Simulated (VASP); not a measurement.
The system is CsNdBr4.

```
Cs Nd Br
1.0
     0.00000    4.78803    4.78803
     4.78803    0.00000    4.78803
     4.78803    4.78803    0.00000
Cs Nd Br
1 1 4
Direct
  0.75000 0.75000 0.75000
  0.00000 0.00000 0.00000
  0.87545 0.37485 0.37485
  0.37485 0.37485 0.37485
  0.37485 0.87545 0.37485
  0.37485 0.37485 0.87545
```

The cell was built from a structure type or drawn by symmetry, and may not be a known phase.

- Program: VASP 6.6.1
- Task: relaxation of cell and atoms
- Functional: PBE
- Potentials or basis: VASP PAW PBE potentials, release 64 (Cs_sv, Nd_3, Br), 4f in core
- Cutoff: 500 eV
- k mesh: 8 × 8 × 8
- Occupations: gaussian, width 0.1 eV
- Spin: no spin polarisation

At the start: pressure -1.8 GPa; volume 36.59 Å³/atom.

Where does the relaxation end?

Over 4 steps the energy falls by 20.5 meV/atom and the volume is 33.33 Å³/atom (-8.9 %); space group F-43m (No. 216, to 0.1 Å) before and after.

Step by step:
| step | energy change (eV) | largest force (eV/Å) | pressure (GPa) | volume (Å³) |
| --- | --- | --- | --- | --- |
| 1 | 0.0000 | 0.0113 | -1.84 | 219.53 |
| 2 | -0.1077 | 0.0031 | -0.72 | 206.45 |
| 3 | -0.1227 | 0.0011 | -0.06 | 200.48 |
| 4 | -0.1228 | 0.0014 | 0.00 | 199.96 |

Final structure:
```
CELL_PARAMETERS angstrom
0.00000 4.64126 4.64126
4.64126 0.00000 4.64126
4.64126 4.64126 0.00000
ATOMIC_POSITIONS crystal
Cs 0.75000 0.75000 0.75000
Nd 0.00000 0.00000 0.00000
Br 0.87561 0.37480 0.37480
Br 0.37480 0.37480 0.37480
Br 0.37480 0.87561 0.37480
Br 0.37480 0.37480 0.87561
```

Caveat: the run has no spin polarisation, though such a crystal can be magnetic.
